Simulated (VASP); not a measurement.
# Re2Cl3 (P-4m2) in VASP: single point with PBE

Aim: the single point of Re2Cl3 with PBE.

All numbers are computed with VASP 6.6.1; they aren't measurements. Logs are shortened: lines on timing, memory, paths and dates and some standing lists are left out, and cuts for length are marked.

### Step 1. The cell of the first run

The structure is tetragonal, space group P-4m2 (No. 115). Conventional cell: a = 2.962 Å, b = 2.962 Å, c = 10.092 Å, α = 90.00°, β = 90.00°, γ = 90.00°. Re (site symmetry 2mm) has 6 Cl at 2.31 to 2.66 Å and 4 Re at 2.96 Å within 3.1 Å. Cl (site symmetry 2mm) has 4 Re at 2.66 Å and 4 Cl at 2.96 Å within 3.5 Å. Within 3.1 Å of Cl (site symmetry -4m2) lie 4 Re at 2.31 Å and 4 Cl at 2.96 Å.

The cell was built from a structure type or drawn by symmetry, and may not be a known phase.

### Step 2. Single point, PBE, collinear spin

The input, INCAR:

```
PREC     = Accurate       # precision mode
ENCUT    = 500            # plane-wave cutoff, eV
EDIFF    = 1E-6           # SCF threshold, eV
ISMEAR   = 0              # smearing method
SIGMA    = 0.2            # smearing width, eV
LREAL    = False          # projectors in reciprocal space
LASPH    = True           # aspherical terms in the spheres
NELM     = 200            # most SCF steps
ALGO     = Normal         # electronic algorithm
ISIF     = 2              # what is computed and relaxed
LWAVE    = False          # write WAVECAR
LCHARG   = False          # write CHGCAR
ISPIN    = 2              # spin polarisation
MAGMOM   = 1 1 0 0 0      # initial moments
LORBIT   = 11             # projections on sites
LMAXMIX  = 4              # l up to which the mixer works
GGA      = PE             # functional
NBANDS   = 38             # bands
GGA_COMPAT= False
```

The input, KPOINTS:

```
regular mesh
0
Gamma
  4 4 2
```

The input, POSCAR:

```
Re2Cl3
1.0
    2.9622807173      0.0000000000      0.0000000000
    0.0000000000      2.9622807173      0.0000000000
    0.0000000000      0.0000000000     10.0916909930
Re Cl
2 3
Direct
    0.5000000000      0.0000000000      0.1761241547
    0.0000000000      0.5000000000      0.8238758453
    0.0000000000      0.5000000000      0.3390432337
    0.5000000000      0.0000000000      0.6609567663
    0.5000000000      0.5000000000      0.0000000000
```

Potentials or basis: VASP PAW PBE potentials, release 64 (Re_sv_GW, Cl).

The run is started by

```console
$ cat potpaw_PBE.64/Re_sv_GW/POTCAR potpaw_PBE.64/Cl/POTCAR > POTCAR
$ mpirun -np 1 vasp_std > vasp.out
```

OUTCAR:

```text
PREC = Accurate
   ENCUT = 500
   EDIFF = 1E-6
   ISMEAR = 0
   LREAL = False
   LASPH = True
   NELM = 200
   ISIF = 2
   ISPIN = 2
   LORBIT = 11
   GGA = PE

 ion  position               nearest neighbor table
   1  0.500  0.000  0.176-   5 2.31   5 2.31   3 2.66   3 2.66   3 2.66   3 2.66
   2  0.000  0.500  0.824-   5 2.31   5 2.31   4 2.66   4 2.66   4 2.66   4 2.66
   3  0.000  0.500  0.339-   1 2.66   1 2.66   1 2.66   1 2.66
   4  0.500  0.000  0.661-   2 2.66   2 2.66   2 2.66   2 2.66
   5  0.500  0.500  0.000-   1 2.31   2 2.31   1 2.31   2 2.31

  LATTYP: Found a simple tetragonal cell.
 ALAT       =     2.9622807173
 C/A-ratio  =     3.4067301367

  Lattice vectors:

 A1 = (   2.9622807173,   0.0000000000,   0.0000000000)
 A2 = (   0.0000000000,   2.9622807173,   0.0000000000)
 A3 = (   0.0000000000,   0.0000000000,  10.0916909930)

Analysis of symmetry for initial positions (statically):
=====================================================================
 Subroutine PRICEL returns:
 Original cell was already a primitive cell.

 Routine SETGRP: Setting up the symmetry group for a
 simple tetragonal supercell.

 Subroutine GETGRP returns: Found  8 space group operations
 (whereof  8 operations were pure point group operations)
 out of a pool of 16 trial point group operations.

The static configuration has the point symmetry D_2d.

Analysis of symmetry for dynamics (positions and initial velocities):
=====================================================================
 Subroutine PRICEL returns:
 Original cell was already a primitive cell.

 Routine SETGRP: Setting up the symmetry group for a
 simple tetragonal supercell.

 Subroutine GETGRP returns: Found  8 space group operations
 (whereof  8 operations were pure point group operations)
 out of a pool of 16 trial point group operations.

The dynamic configuration has the point symmetry D_2d.

Analysis of structural, dynamic, and magnetic symmetry:
=====================================================================
 Subroutine PRICEL returns:
 Original cell was already a primitive cell.

 Routine SETGRP: Setting up the symmetry group for a
 simple tetragonal supercell.

 Subroutine GETGRP returns: Found  8 space group operations
 (whereof  8 operations were pure point group operations)
 out of a pool of 16 trial point group operations.

[... 124 lines left out ...]
 spin polarized calculation
 Gauss-broadening in eV      SIGMA  =   0.20
  energy-cutoff  :      500.00
  volume of cell :       88.56
 maximum number of plane-waves:      2275
 NGX is ok and might be reduce to    24
   NGX = 11   NGY = 11   NGZ = 37

 number of electron      50.9999996 magnetization       0.0010073

 Free energy of the ion-electron system (eV)
  ---------------------------------------------------
  ext. energy  EPLUGINS =         0.00000000
  ---------------------------------------------------
  free energy    TOTEN  =       -29.45613849 eV

  energy without entropy =      -29.39537360  energy(sigma->0) =      -29.42575605

 E-fermi :   8.4701     XC(G=0): -11.1916

 val. band max:        8.3668591183   @ k =   0.2500   0.0000   0.0000
 cond. band min:       8.5756098786   @ k =   0.2500   0.2500   0.0000
 fundamental gap:      0.2087507603
 Fermi energy:         8.4701470453

 spin component 1

 k-point     1 :       0.0000    0.0000    0.0000
  band No.  band energies     occupation
      1     -72.0176      1.00000
      2     -72.0172      1.00000
      3     -34.1091      1.00000
      4     -34.0873      1.00000
      5     -33.8618      1.00000
      6     -33.8618      1.00000
[... 469 lines left out ...]
     36      16.1723      0.00000
     37      16.1723      0.00000
 Fermi energy:         8.4701470453

 spin component 2

 k-point     1 :       0.0000    0.0000    0.0000
  band No.  band energies     occupation
      1     -72.0176      1.00000
      2     -72.0172      1.00000
      3     -34.1090      1.00000
      4     -34.0872      1.00000
      5     -33.8618      1.00000
      6     -33.8618      1.00000
[... 469 lines left out ...]
     36      16.1725      0.00000
     37      16.1725      0.00000
 [bands above 37 left out]

------------------------ aborting loop because EDIFF is reached ----------------------------------------

  FORCE on cell =-STRESS in cart. coord.  units (eV):
  Direction    XX          YY          ZZ          XY          YZ          ZX
  --------------------------------------------------------------------------------------
  -------------------------------------------------------------------------------------
  Total       -0.4211871     -0.4211871      0.0878480      0.0000000      0.0000000      0.0000000
  in kB       -7.6202504     -7.6202504      1.5893745      0.0000000      0.0000000      0.0000000
  external PRESSURE =      -4.5503755 kB  Pullay stress =       0.0000000 kB

 VOLUME and BASIS-vectors are now :
 -----------------------------------------------------------------------------
  energy-cutoff  :      500.00
  volume of cell :       88.56
      direct lattice vectors                 reciprocal lattice vectors
     2.962280717  0.000000000  0.000000000     0.337577730  0.000000000  0.000000000
     0.000000000  2.962280717  0.000000000     0.000000000  0.337577730  0.000000000
     0.000000000  0.000000000 10.091690993     0.000000000  0.000000000  0.099091421

 POSITION                                       TOTAL-FORCE (eV/Angst)
 -----------------------------------------------------------------------------------
      1.48114      0.00000      1.77739         0.000000     -0.000000      0.064170
      0.00000      1.48114      8.31430        -0.000000      0.000000     -0.064170
      0.00000      1.48114      3.42152         0.000000      0.000000     -0.024497
      1.48114      0.00000      6.67017        -0.000000      0.000000      0.024497
      1.48114      1.48114      0.00000        -0.000000      0.000000     -0.000000
 -----------------------------------------------------------------------------------
    total drift:                                0.000000     -0.000000      0.000000

  FREE ENERGIE OF THE ION-ELECTRON SYSTEM (eV)
  ---------------------------------------------------
  free  energy   TOTEN  =       -29.4561384882 eV

  energy  without entropy=      -29.3953736034  energy(sigma->0) =      -29.42575605

 total charge

# of ion       s       p       d       f       tot
--------------------------------------------------
    1        3.426   6.011   4.213   0.061  13.711
    2        3.426   6.011   4.213   0.061  13.711
    3        1.618   3.438   0.000   0.000   5.057
    4        1.618   3.438   0.000   0.000   5.057
    5        1.588   3.426   0.000   0.000   5.014
--------------------------------------------------
tot         11.678  22.324   8.426   0.121  42.548

 magnetization (x)

# of ion       s       p       d       f       tot
--------------------------------------------------
    1       -0.000   0.000   0.000   0.000   0.000
    2       -0.000   0.000   0.000   0.000   0.000
    3        0.000  -0.000   0.000   0.000  -0.000
    4        0.000  -0.000   0.000   0.000  -0.000
    5       -0.000  -0.000   0.000   0.000  -0.000
--------------------------------------------------
tot         -0.000  -0.000   0.000   0.000   0.000
```

OSZICAR:

```text
N       E                     dE             d eps       ncg     rms          rms(c)
DAV:   1     0.442546225183E+03    0.44255E+03   -0.29232E+04  1952   0.124E+03
DAV:   2    -0.358309919827E+01   -0.44613E+03   -0.43122E+03  2272   0.345E+02
DAV:   3    -0.317081631625E+02   -0.28125E+02   -0.27680E+02  2320   0.823E+01
DAV:   4    -0.321911709459E+02   -0.48301E+00   -0.48178E+00  2222   0.115E+01
DAV:   5    -0.321998565428E+02   -0.86856E-02   -0.86839E-02  2316   0.145E+00    0.120E+02
DAV:   6    -0.294729058202E+02    0.27270E+01   -0.79013E+00  2036   0.135E+01    0.700E+01
DAV:   7    -0.295554070118E+02   -0.82501E-01   -0.16898E+00  2010   0.738E+00    0.169E+01
DAV:   8    -0.294502895026E+02    0.10512E+00   -0.23567E-01  2064   0.288E+00    0.434E+00
DAV:   9    -0.294502081638E+02    0.81339E-04   -0.60344E-02  2258   0.105E+00    0.190E+00
DAV:  10    -0.294532371716E+02   -0.30290E-02   -0.58289E-03  2142   0.402E-01    0.119E+00
DAV:  11    -0.294555949765E+02   -0.23578E-02   -0.19850E-03  2146   0.236E-01    0.522E-01
DAV:  12    -0.294560587775E+02   -0.46380E-03   -0.58045E-04  2148   0.129E-01    0.241E-01
DAV:  13    -0.294560973556E+02   -0.38578E-04   -0.55513E-05  2184   0.370E-02    0.898E-02
DAV:  14    -0.294561256066E+02   -0.28251E-04   -0.18850E-05  2180   0.197E-02    0.510E-02
DAV:  15    -0.294561350761E+02   -0.94694E-05   -0.43045E-06  1924   0.109E-02    0.180E-02
DAV:  16    -0.294561384666E+02   -0.33905E-05   -0.24928E-06  1868   0.758E-03    0.176E-02
DAV:  17    -0.294561384882E+02   -0.21635E-07   -0.21227E-07  1182   0.263E-03
   1 F= -.29456138E+02 E0= -.29425756E+02  d E =-.607649E-01  mag=     0.0003
```

Run time: 52 s. Hardware: 1 thread of Intel Xeon 6975P-C (Granite Rapids), shared host; peak memory 0.26 GiB.

Results:

```yaml
Free_energy: -29.4561 eV
Pressure: -0.5 GPa
Largest_force: 0.064 eV/Å
Net_moment: 0.00 μB per cell
Valence_electrons_inside_the_program's_atomic_spheres: Re 13.71; Cl 5.06, 5.01 (each value once)
```

Forces on the atoms (eV/Å):
```
Re   0.000  0.000  0.064
Re   0.000  0.000 -0.064
Cl   0.000  0.000 -0.024
Cl   0.000  0.000  0.024
Cl   0.000  0.000  0.000
```

Caveat: the k points lie up to 0.53 Å⁻¹ apart; spin-orbit coupling is left out, which moves the levels of the heavy elements; this functional lacks dispersion, which binds the layers, so the pressure and a relaxed spacing across them are unreliable.
